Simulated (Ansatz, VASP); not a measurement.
## Be in VASP and in Ansatz

```
Be
1.0
     2.25751    0.00000    0.00000
    -1.12875    1.95506    0.00000
     0.00000    0.00000    3.55123
Be
2
Direct
  0.00000 0.00000 0.00000
  0.33333 0.66667 0.50000
```

Alike in both runs: task single point; functional PBEsol; k mesh 41 × 41 × 23; no spin polarisation.

```csv
,VASP,Ansatz
version,VASP 6.6.1,Ansatz 0.2.0
potentials or method,"VASP PAW PBE potentials, release 64 (Be), cutoff 520 eV","plane-wave PAW, scalar-relativistic"
occupations,"methfessel-paxton of order 1, width 0.1 eV","cold, width 0.1 eV"
valence electrons in the cell,4,4
```

Ansatz gave:

```
pressure (GPa)                                                : 0.0
traceless stress, the component that is largest in VASP (GPa) : 0.25
```

Task: Estimate VASP's values.

Result: Pressure (GPa): 0.4; traceless stress, the component that is largest in VASP (GPa): 0.33.

VASP's potentials were made for PBE, not for PBEsol, and Ansatz warns of the same on its side.
